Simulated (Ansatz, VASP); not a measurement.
**Ge2Sb2Te5: VASP beside Ansatz**

The input INCAR:

```
SYSTEM = Ge2Sb2Te5
  PREC = Accurate
  ENCUT = 520
  EDIFF = 1E-6
  ISMEAR = 0
  SIGMA = 0.1
  LREAL = .FALSE.
  LASPH = .TRUE.
  NELM = 60
  ALGO = Normal
  ISIF = 2
  LWAVE = .FALSE.
  LCHARG = .FALSE.
  GGA = PS
  NBANDS = 44
```

KPOINTS

```
Automatic mesh
0
G
  12 12 2
  0 0 0
```

Contents of POSCAR:

```
Ge2Sb2Te5
1.0
    4.2648321257      0.0000000000      0.0000000000
   -2.1324160628      3.6934529637      0.0000000000
    0.0000000000      0.0000000000     17.9991050000
Ge Sb Te
2 2 5
Direct
    0.0000000000      0.0000000000      0.3322520000
    0.0000000000      0.0000000000      0.6677480000
    0.3333333300      0.6666666700      0.1126580000
    0.6666666700      0.3333333300      0.8873420000
    0.0000000000      0.0000000000      0.0000000000
    0.3333333300      0.6666666700      0.7901080000
    0.6666666700      0.3333333300      0.2098920000
    0.3333333300      0.6666666700      0.4110450000
    0.6666666700      0.3333333300      0.5889550000
```

Input for Ansatz:

```yaml
crystal:
  lattice:
    - [4.2648321257, 0.0, 0.0]
    - [-2.1324160628, 3.6934529637, 0.0]
    - [0.0, 0.0, 17.999105]
  atoms:
    - { symbol: Ge, position: [0.0, 0.0, 0.332252] }
    - { symbol: Ge, position: [0.0, 0.0, 0.667748] }
    - { symbol: Sb, position: [0.33333333, 0.66666667, 0.112658] }
    - { symbol: Sb, position: [0.66666667, 0.33333333, 0.887342] }
    - { symbol: Te, position: [0.0, 0.0, 0.0] }
    - { symbol: Te, position: [0.33333333, 0.66666667, 0.790108] }
    - { symbol: Te, position: [0.66666667, 0.33333333, 0.209892] }
    - { symbol: Te, position: [0.33333333, 0.66666667, 0.411045] }
    - { symbol: Te, position: [0.66666667, 0.33333333, 0.588955] }
basis:
  ecutwfc: 420
kpoints:
  mp_grid: { grid: [12, 12, 2] }
hamiltonian:
  xc: pbesol
scf:
  occupations: { method: gaussian, width: 0.1 }
output:
  forces: true
  stress: true
  eigenvalues: true
  populations: true
  write_density: true
  write_potential: true
  elf: true
  volumetric_format: npy
```

Alike in both runs: task single point; functional PBEsol; k mesh 12 × 12 × 2; occupations gaussian, width 0.1 eV; no spin polarisation.

```csv
,VASP,Ansatz
version,VASP 6.6.1,Ansatz 0.2.0
potentials or method,"VASP PAW PBE potentials, release 64 (Ge_d, Sb, Te), cutoff 520 eV","scalar-relativistic, plane waves, PAW"
valence electrons in the cell,68,138
```

```csv
,VASP,Ansatz,Ansatz less VASP
pressure (GPa),-2.4,-2.4,-0.06
rms of the force components (eV/Å),0.037,0.046,+0.0093
```

VASP's potentials were made for PBE, not for PBEsol. Atom by atom the forces differ by 0.011 eV/Å (rms over components). VASP's potentials hold 68 valence electrons a cell and Ansatz's 138, so a difference there can come from the potentials and not from the codes.

Spin-orbit coupling is off throughout.
